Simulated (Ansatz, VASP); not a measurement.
## One calculation of ZnPt, two programs

Contents of INCAR:

```
  PREC = Accurate
  ENCUT = 520
  EDIFF = 1E-6
  ISMEAR = 0
  SIGMA = 0.15
  LREAL = False
  LASPH = True
  NELM = 100
  ALGO = Fast
  ISIF = 2
  LWAVE = False
  LCHARG = False
  GGA = CA
  NBANDS = 18
```

The input KPOINTS:

```
Automatic mesh
0
Gamma
  16 16 14
```

File POSCAR:

```
ZnPt
1.0
    2.8640000000      0.0107400000      0.0000000000
    0.0107400000      2.8640000000      0.0000000000
    0.0000000000      0.0000000000      3.5100000000
Zn Pt
1 1
Direct
    0.5000000000      0.5000000000      0.5000000000
    0.0000000000      0.0000000000      0.0000000000
```

Input for Ansatz:

```yaml
crystal:
  lattice:
    - [2.864, 0.01074, 0.0]
    - [0.01074, 2.864, 0.0]
    - [0.0, 0.0, 3.51]
  atoms:
    - { symbol: Zn, position: [0.5, 0.5, 0.5] }
    - { symbol: Pt, position: [0.0, 0.0, 0.0] }
basis:
  ecutwfc: 420
kpoints:
  mp_grid: { grid: [16, 16, 14] }
hamiltonian:
  xc: lda
scf:
  occupations: { method: gaussian, width: 0.15 }
output:
  forces: true
  stress: true
  eigenvalues: true
```

Change from the starting cell: strain +0.0075 x Voigt [0, 0, 0, 0, 0, 1], atoms carried along.

Alike in both runs: task single point; functional LDA; k mesh 16 × 16 × 14; occupations gaussian, width 0.15 eV; no spin polarisation.

|  | VASP | Ansatz |
| --- | --- | --- |
| version | VASP 6.6.1 | Ansatz 0.2.0 |
| potentials or method | VASP PAW LDA potentials, release 64 (Zn, Pt), cutoff 520 eV | scalar-relativistic, plane waves, PAW |
| valence electrons in the cell | 22 | 30 |

|  | VASP | Ansatz | Ansatz less VASP |
| --- | --- | --- | --- |
| gap on the k mesh at the Fermi level (eV) | none | none | - |
| pressure (GPa) | -9.9 | -11.0 | -1.08 |
| traceless stress, the component that is largest in VASP (GPa) | -0.39 | -0.38 | +0.007 |

LDA's correlation is that of Perdew and Zunger in VASP and of Perdew and Wang (1992) in Ansatz. A gap of «none» marks a metal or a gap that the smearing closes. VASP's potentials hold 22 valence electrons a cell and Ansatz's 30, so a difference there can come from the potentials and not from the codes.

Spin-orbit coupling is off throughout.
